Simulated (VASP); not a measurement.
Runs of VASP 6.6.1 on GaP. The structure is that of space group P6_222 (No. 180), or close to it. The cells are those of the table. The cell was generated, and may not be a known phase.

```csv
task,cell,k mesh,cutoff (eV),smearing,gap on the mesh (eV),pressure (GPa)
single point,"a = 3.898, b = 3.898, c = 8.575 Å, angles 90.0, 90.0, 120.0°, 6 atoms",6 × 6 × 2,520,gaussian 0.1 eV,0.24,0.0
single point,"a = 3.656, b = 3.656, c = 8.007 Å, angles 90.0, 90.0, 120.0°, 6 atoms",6 × 6 × 2,520,gaussian 0.1 eV,0.53,(a)
relaxation of cell and atoms,"relaxed from a = 3.656, b = 3.656, c = 8.007 Å, angles 90.0, 90.0, 120.0°, 6 atoms",6 × 6 × 2,600,gaussian 0.1 eV,0.24,-0.1
single point,"a = 3.899, b = 3.899, c = 8.586 Å, angles 90.0, 90.0, 120.0°, 6 atoms",12 × 12 × 4,520,gaussian 0.01 eV,0.24,0.0
```

Alike in all rows: level PBE; potentials or basis VASP PAW PBE potentials, release 64 (Ga_d, P); no spin polarisation.

Problem. Fill in the values left out.

Solution. (a) 25.2.

Caveats: semilocal functionals underestimate gaps, and a narrow one can read as zero; the cell stands under pressure (at least some runs).

A k mesh can miss the band edges, and the runs leave out spin-orbit coupling on Ga.
